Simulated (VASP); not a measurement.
# Ti8H5ClO18 in VASP: single point with PBE+D3(BJ)

Aim: the single point of Ti8H5ClO18 with PBE+D3(BJ).

Program: VASP 6.6.1. These are calculated values, not measurements. Logs are shortened: lines on timing, memory, paths and dates and some standing lists are left out, and cuts for length are marked.

## Step 1: The cell of the first run

The cell holds a slab with vacuum, 32 atoms: a = 5.909 Å, b = 6.517 Å, c = 25.288 Å, α = 90.00°, β = 90.00°, γ = 90.00°.

## Step 2: Single point, PBE+D3(BJ)

The input, INCAR:

```
SYSTEM = Ti8H5ClO18
  PREC = Accurate
  ENCUT = 520
  EDIFF = 1E-6
  ISMEAR = 0
  SIGMA = 0.05
  LREAL = Auto
  LASPH = .True.
  NELM = 100
  ALGO = Normal
  ISIF = 2
  LWAVE = .False.
  LCHARG = .False.
  LDIPOL = .True.
  IDIPOL = 3
  DIPOL = 0.5 0.5 0.475
  GGA = PE
  IVDW = 12
  NBANDS = 130
```

The input, KPOINTS:

```
regular mesh
0
Gamma
  3 3 1
  0 0 0
```

The input, POSCAR:

```
Ti8H5ClO18
1.0
    5.9085268479      0.0000000000      0.0000000000
    0.0000000000      6.5169368653      0.0000000000
    0.0000000000      0.0000000000     25.2883098196
O Ti H Cl
18 8 5 1
Direct
    0.0000000000      0.0000000000      0.3163517079
    0.5000000000      0.0000000000      0.3163517079
    0.2500000000      0.3043792190      0.3667642617
    0.7500000000      0.3043792190      0.3667642617
    0.2500000000      0.6956207810      0.3667642617
    0.7500000000      0.6956207810      0.3667642617
    0.0000000000      0.0000000000      0.4171768154
    0.5000000000      0.0000000000      0.4171768154
    0.0000000000      0.5000000000      0.4452044646
    0.5000000000      0.5000000000      0.4452044646
    0.2497817070      0.8090684231      0.4946484190
    0.7491697878      0.8088459540      0.4942857216
    0.2508313067      0.1930270857      0.5023283004
    0.7507804402      0.1928944527      0.5023888414
    0.0004212585      0.5203487286      0.5460682677
    0.5002977084      0.5219918624      0.5458039560
    0.0007841123     -0.0790227468      0.5795243731
    0.5058815548     -0.0761164470      0.5805423693
    0.0000000000      0.5000000000      0.3667642617
    0.5000000000      0.5000000000      0.3667642617
    0.2500000000      0.0000000000      0.3667642617
    0.7500000000      0.0000000000      0.3667642617
    0.0039511467     -0.0009101855      0.4908218690
    0.5040147223     -0.0018067121      0.4906042118
    0.2509925587      0.4984910848      0.5007132256
    0.7505097490      0.4982549044      0.5010743467
    0.8496081207     -0.0436074090      0.5926846093
    0.3602079701     -0.0317330026      0.5951279052
    0.9971892442      0.7683757106      0.5749894377
    0.4935590284      0.7717160760      0.5763272284
    0.3320728037      0.2805634343      0.6945182287
    0.2131859553      0.3305369755      0.6536848426
```

Potentials or basis: VASP PAW PBE potentials, release 64 (O, Ti_sv, H, Cl).

On the command line:

```bash
cat potpaw_PBE.64/O/POTCAR potpaw_PBE.64/Ti_sv/POTCAR potpaw_PBE.64/H/POTCAR potpaw_PBE.64/Cl/POTCAR > POTCAR
mpirun -np 1 vasp_std > vasp.out
```

OUTCAR:

```text
SYSTEM = Ti8H5ClO18
   PREC = Accurate
   ENCUT = 520
   EDIFF = 1E-6
   ISMEAR = 0
   LREAL = Auto
   LASPH = .True.
   NELM = 100
   ISIF = 2
   GGA = PE
   IVDW = 12
 IVDW          = 12

 ion  position               nearest neighbor table
   1  0.000  0.000  0.316-  21 1.95  22 1.95
   2  0.500  0.000  0.316-  21 1.95  22 1.95
   3  0.250  0.304  0.367-  19 1.95  20 1.95  21 1.98
   4  0.750  0.304  0.367-  19 1.95  20 1.95  22 1.98
   5  0.250  0.696  0.367-  19 1.95  20 1.95  21 1.98
   6  0.750  0.696  0.367-  19 1.95  20 1.95  22 1.98
   7  0.000  0.000  0.417-  23 1.86  22 1.95  21 1.95
   8  0.500  0.000  0.417-  24 1.86  22 1.95  21 1.95
   9  0.000  0.500  0.445-  19 1.98  26 2.04  25 2.04
  10  0.500  0.500  0.445-  20 1.98  25 2.03  26 2.05
  11  0.250  0.809  0.495-  23 1.91  24 1.95  25 2.03
  12  0.749  0.809  0.494-  24 1.91  23 1.95  26 2.03
  13  0.251  0.193  0.502-  23 1.95  24 1.98  25 1.99
  14  0.751  0.193  0.502-  24 1.96  23 1.98  26 1.99
  15  0.000  0.520  0.546-  26 1.87  25 1.88
  16  0.500  0.522  0.546-  26 1.87  25 1.87
  17  0.001  0.921  0.580-  27 0.98  29 1.00  23 2.30
  18  0.506  0.924  0.581-  28 0.98  30 1.00  24 2.33
  19  0.000  0.500  0.367-   3 1.95   4 1.95   5 1.95   6 1.95   9 1.98
  20  0.500  0.500  0.367-   3 1.95   4 1.95   5 1.95   6 1.95  10 1.98
  21  0.250  0.000  0.367-   7 1.95   8 1.95   1 1.95   2 1.95   3 1.98   5 1.98
  22  0.750  0.000  0.367-   7 1.95   8 1.95   1 1.95   2 1.95   4 1.98   6 1.98
  23  0.004  0.999  0.491-   7 1.86  11 1.91  13 1.95  12 1.95  14 1.98  17 2.30
  24  0.504  0.998  0.491-   8 1.86  12 1.91  11 1.95  14 1.96  13 1.98  18 2.33
  25  0.251  0.498  0.501-  16 1.87  15 1.88  13 1.99  11 2.03  10 2.03   9 2.04
  26  0.751  0.498  0.501-  16 1.87  15 1.87  14 1.99  12 2.03   9 2.04  10 2.05
  27  0.850  0.956  0.593-  17 0.98
  28  0.360  0.968  0.595-  18 0.98
  29  0.997  0.768  0.575-  17 1.00
  30  0.494  0.772  0.576-  18 1.00
  31  0.332  0.281  0.695-  32 1.29
  32  0.213  0.331  0.654-  31 1.29

  LATTYP: Found a simple orthorhombic cell.
 ALAT       =     5.9085268479
 B/A-ratio  =     1.1029715246
 C/A-ratio  =     4.2799686742

  Lattice vectors:

 A1 = (   5.9085268479,   0.0000000000,   0.0000000000)
 A2 = (   0.0000000000,   6.5169368653,   0.0000000000)
 A3 = (   0.0000000000,   0.0000000000,  25.2883098196)

Analysis of symmetry for initial positions (statically):
=====================================================================
 Subroutine PRICEL returns:
 Original cell was already a primitive cell.

 Routine SETGRP: Setting up the symmetry group for a
 simple orthorhombic supercell.

 Subroutine GETGRP returns: Found  1 space group operations
 (whereof  1 operations were pure point group operations)
 out of a pool of  8 trial point group operations.

The static configuration has the point symmetry C_1 .

[... 170 lines left out ...]
   IMIX   =      4    mixing-type and parameters
     AMIX     =   0.40;   BMIX     =  1.00
     AMIX_MAG =   1.60;   BMIX_MAG =  1.00
  volume/ion in A,a.u.               =      30.43       205.35
  Fermi-wavevector in a.u.,A,eV,Ry     =   0.991011  1.872740 13.362326  0.982103
  Thomas-Fermi vector in A             =   2.122722
   LORBIT       =      0    0 simple, 1 ext, 2 COOP (PROOUT), +10 PAW based schemes
   GGA     = PE    functional components
   LHFCALC =     F    Hartree Fock is set to
   AEXX    =    0.0000 exact exchange contribution
   IVDW    =    12    specifies the selected vdW correction
   LEPSILON=     F    determine dielectric tensor
   LRPA    =     F    only Hartree local field effects (RPA)
 non-spin polarized calculation
 Gauss-broadening in eV      SIGMA  =   0.05
  energy-cutoff  :      520.00
  volume of cell :      973.74
 maximum number of plane-waves:     26257
 NGX is ok and might be reduce to    48
   NGX = 21   NGY = 25   NGZ = 95

 dipolmoment           0.000000      0.000000      0.001798 electrons x Angstroem

 number of electron     215.9999955 magnetization

 dipolmoment           0.000000      0.000000     -0.363810 electrons x Angstroem

 Free energy of the ion-electron system (eV)
  ---------------------------------------------------
  ext. energy  EPLUGINS =         0.00000000
  ---------------------------------------------------
  free energy    TOTEN  =      -246.75716349 eV

  energy without entropy =     -246.75716349  energy(sigma->0) =     -246.75716349

 E-fermi :  -2.5392     XC(G=0):  -4.1398

 val. band max:       -2.9208595014   @ k =   0.0000   0.0000   0.0000
 cond. band min:      -1.3446907398   @ k =   0.0000   0.0000   0.0000
 fundamental gap:      1.5761687616
 Fermi energy:        -2.5391708097

 k-point     1 :       0.0000    0.0000    0.0000
  band No.  band energies     occupation
      1     -60.3650      2.00000
      2     -60.3245      2.00000
      3     -59.9089      2.00000
      4     -59.8670      2.00000
      5     -59.5872      2.00000
      6     -59.5432      2.00000
[... 604 lines left out ...]
    119       0.0376      0.00000
    120       0.0794      0.00000
 [bands above 120 left out]

------------------------ aborting loop because EDIFF is reached ----------------------------------------

 vacuum level on the upper side and lower side of the slab       (xc-potential included)        -0.973         0.701

 Edisp (eV)   -4.73810

 E8    (eV) :    -1.8797

  FORCE on cell =-STRESS in cart. coord.  units (eV):
  Direction    XX          YY          ZZ          XY          YZ          ZX
  --------------------------------------------------------------------------------------
  -------------------------------------------------------------------------------------
  Total      -6.08657     3.71510    -7.35938     0.18541    -0.15755    -0.19968
  in kB     -10.01476     6.11277   -12.10903     0.30507    -0.25923    -0.32856
  external pressure =       -5.34 kB  Pullay stress =        0.00 kB

 VOLUME and BASIS-vectors are now :
 -----------------------------------------------------------------------------
  energy-cutoff  :      520.00
  volume of cell :      973.74
      direct lattice vectors                 reciprocal lattice vectors
     5.908526848  0.000000000  0.000000000     0.169246925  0.000000000  0.000000000
     0.000000000  6.516936865  0.000000000     0.000000000  0.153446323  0.000000000
     0.000000000  0.000000000 25.288309820     0.000000000  0.000000000  0.039543963

 POSITION                                       TOTAL-FORCE (eV/Angst)
 -----------------------------------------------------------------------------------
      0.00000      0.00000      8.00000         0.000823      0.007548      2.174404
      2.95426      0.00000      8.00000         0.000947      0.006436      2.176665
      1.47713      1.98362      9.27485         0.001308      1.312286     -0.865277
      4.43140      1.98362      9.27485        -0.005421      1.313344     -0.863602
      1.47713      4.53332      9.27485         0.002870     -1.322735     -0.872844
      4.43140      4.53332      9.27485        -0.004504     -1.324102     -0.874349
[... 24 lines left out ...]
      1.96206      1.82841     17.56319        -0.086860      0.040437     -0.123667
      1.25961      2.15409     16.53058         0.085170     -0.038200      0.121684
 -----------------------------------------------------------------------------------
    total drift:                               -0.001888      0.015683      0.058413

  FREE ENERGIE OF THE ION-ELECTRON SYSTEM (eV)
  ---------------------------------------------------
  free  energy   TOTEN  =      -251.4952604559 eV

  energy  without entropy=     -251.4952604559  energy(sigma->0) =     -251.49526046

 vacuum level on the upper side and lower side of the slab         2.326         4.034
```

OSZICAR:

```text
N       E                     dE             d eps       ncg     rms          rms(c)
DAV:   1     0.285697877894E+04    0.28570E+04   -0.10536E+05  1484   0.152E+03
DAV:   2     0.170678571068E+03   -0.26863E+04   -0.26177E+04  1686   0.454E+02
DAV:   3    -0.277699730329E+03   -0.44838E+03   -0.44538E+03  1568   0.196E+02
DAV:   4    -0.317048342806E+03   -0.39349E+02   -0.39304E+02  2080   0.581E+01
[... 24 lines left out ...]
DAV:  29    -0.246757155056E+03   -0.30263E-05   -0.12920E-07   848   0.951E-04    0.289E-04
DAV:  30    -0.246757158090E+03   -0.30344E-05   -0.10459E-07   848   0.799E-04    0.222E-04
DAV:  31    -0.246757161138E+03   -0.30479E-05   -0.12609E-07   848   0.731E-04    0.203E-04
DAV:  32    -0.246757162838E+03   -0.17004E-05   -0.54314E-08   800   0.581E-04    0.158E-04
DAV:  33    -0.246757163485E+03   -0.64708E-06   -0.23615E-08   776   0.392E-04
   1 F= -.25149526E+03 E0= -.25149526E+03  d E =-.154119E-27
```

Wall time 22 min (1 thread of Intel Xeon Platinum 8488C (Sapphire Rapids), shared host); peak memory 1.1 GiB.

What came out:

```yaml
Free_energy: -251.4953 eV
Largest_force: 4.505 eV/Å
Band_gap_on_the_k_mesh: 1.58 eV
Dispersion_energy_per_atom: -0.148 eV
```

Forces in eV/Å, atoms in the order of the input:
```
O    0.001  0.008  2.174
O    0.001  0.006  2.177
O    0.001  1.312 -0.865
O   -0.005  1.313 -0.864
O    0.003 -1.323 -0.873
O   -0.005 -1.324 -0.874
O    0.008  0.214  1.704
O   -0.002  0.226  1.675
O    0.006 -0.205 -1.646
O   -0.011 -0.224 -1.659
O    0.009 -0.049  0.002
O    0.014 -0.061  0.004
O    0.006  0.038  0.003
O    0.008  0.033  0.004
O    0.008  0.026  0.086
O   -0.013  0.019  0.092
O    0.047  0.015 -0.025
O    0.037  0.008 -0.027
Ti  -0.002  0.022  3.948
Ti   0.005  0.019  3.931
Ti  -0.023 -0.026 -4.505
Ti   0.029 -0.028 -4.505
Ti  -0.007  0.018  0.056
Ti  -0.017  0.028  0.063
Ti  -0.013 -0.018 -0.049
Ti   0.007 -0.013 -0.067
H   -0.083  0.061  0.039
H   -0.072  0.066  0.036
H    0.033 -0.082 -0.015
H    0.033 -0.082 -0.016
H   -0.087  0.040 -0.124
Cl   0.085 -0.038  0.122
```

Levels at points of the mesh, in eV from the valence-band top:
```csv
k point,band 104,band 105,band 106,band 107,band 108,band 109,band 110,band 111,band 112,band 113
"(0.00, 0.00, 0.00)",-0.68,-0.59,-0.46,-0.10,0.00,1.58,1.75,1.96,2.16,2.56
```
